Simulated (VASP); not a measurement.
Write the native input for VASP 6.6.1 that does the following.

* Task: single point
* Functional: PBEsol
* Potentials or basis: VASP PAW PBE potentials, release 64 (Nb_sv)
* Cutoff: 520 eV
* k mesh: 15 × 15 × 15
* Occupations: fermi-dirac, width 0.1 eV
* Spin: no spin polarisation
* Dipole correction: no
* Further INCAR settings: ALGO = Normal; EDIFF = 1e-06; NBANDS = 20

The structure of Nb lies in POSCAR:

```
Nb
1.0
    0.0000000000      2.9067478017      2.9067478017
    2.9067478017      0.0000000000      2.9067478017
    2.9067478017      2.9067478017      0.0000000000
Nb
2
Direct
    0.1250000000      0.1250000000      0.1250000000
    0.8750000000      0.8750000000      0.8750000000
```

This isn't the form of Nb at room conditions, which is bcc.

The input as run:

INCAR

```
SYSTEM = Nb
  ALGO = Normal
  EDIFF = 1E-6
  ENCUT = 520
  GGA = PS
  ISIF = 2
  ISMEAR = -1
  LASPH = .True.
  LCHARG = .True.
  LELF = .True.
  LREAL = .False.
  LVHAR = .True.
  LWAVE = .False.
  NBANDS = 20
  NELM = 100
  PREC = Accurate
  SIGMA = 0.1
```

KPOINTS

```
k-points
0
Gamma
  15 15 15
  0 0 0
```

Potentials or basis: VASP PAW PBE potentials, release 64 (Nb_sv).

Launch:

```bash
$ cat potpaw_PBE.64/Nb_sv/POTCAR > POTCAR
$ mpirun -np 1 vasp_std > vasp.out
```

Results of the run:

```yaml
Pressure: 0.0 GPa
Band_gap_on_the_k_mesh: zero (bands 13 and 14 overlap by 1.26 eV)
```

Caveat: the PAW data sets were made with another functional, which shifts forces and pressure a little.

Run time: 49 s on 1 thread of Intel(R) Xeon(R) Platinum 8559C (Emerald Rapids), with other jobs on the host, peak memory 0.23 GiB.
